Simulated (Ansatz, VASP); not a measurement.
**Ga2O3: VASP beside Ansatz**

```
Ga O
1.0
     2.52898    1.46010    4.54131
    -2.52898    1.46010    4.54131
     0.00000   -2.92021    4.54131
Ga O
4 6
Direct
  0.85568 0.85568 0.85568
  0.64432 0.64432 0.64432
  0.14432 0.14432 0.14432
  0.35568 0.35568 0.35568
  0.75000 0.44631 0.05369
  0.44631 0.05369 0.75000
  0.05369 0.75000 0.44631
  0.25000 0.55369 0.94631
  0.94631 0.25000 0.55369
  0.55369 0.94631 0.25000
```

Alike in both runs: task single point; functional HSE06; k mesh 4 × 4 × 4; occupations fermi-dirac, width 0.01 eV; no spin polarisation.

```csv
,VASP,Ansatz
version,VASP 6.6.1,Ansatz 0.2.0
potentials or method,"VASP PAW PBE potentials, release 64 (Ga_d, O), cutoff 520 eV",plane-wave PAW DFT
valence electrons in the cell,88,88
```

Ansatz gave:

```
gap on the k mesh at the Fermi level (eV) : 4.17
```

Estimate VASP's values.

gap on the k mesh at the Fermi level (eV): 4.16.

With one functional, cell and mesh, what is left measures potentials, basis and numerics.
